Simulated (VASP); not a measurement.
Here is a VASP 6.6.1 calculation.

The input INCAR:

```
ALGO     = Normal         # electronic algorithm
EDIFF    = 1E-6           # SCF threshold, eV
ENCUT    = 520            # plane-wave cutoff, eV
ISIF     = 2              # what is computed and relaxed
ISMEAR   = 0              # smearing method
LASPH    = T              # aspherical terms in the spheres
LCHARG   = F              # write CHGCAR
LREAL    = F              # projectors in reciprocal space
LWAVE    = F              # write WAVECAR
NBANDS   = 11             # bands
NELM     = 80             # most SCF steps
PREC     = Accurate       # precision mode
SIGMA    = 0.01           # smearing width, eV
```

File KPOINTS:

```
k-points
0
Gamma
  10 10 10
```

POSCAR

```
BN
1.0
    0.0000000000      1.7903427607      1.7903427607
    1.7903427607      0.0000000000      1.7903427607
    1.7903427607      1.7903427607      0.0000000000
B N
1 1
Direct
    0.0000000000      0.0000000000      0.0000000000
    0.2500000000      0.2500000000      0.2500000000
```

Potentials or basis: VASP PAW LDA potentials, release 64 (B, N).

Command:

```console
$ cat potpaw_LDA.64/B/POTCAR potpaw_LDA.64/N/POTCAR > POTCAR
$ mpirun -np 1 vasp_std > vasp.out
```

(1) Estimate the pressure.

(2) Estimate the band gap on the k mesh.

Results:

(1) 1.0 GPa.

(2) 4.38 eV, indirect (least direct gap 8.82 eV).
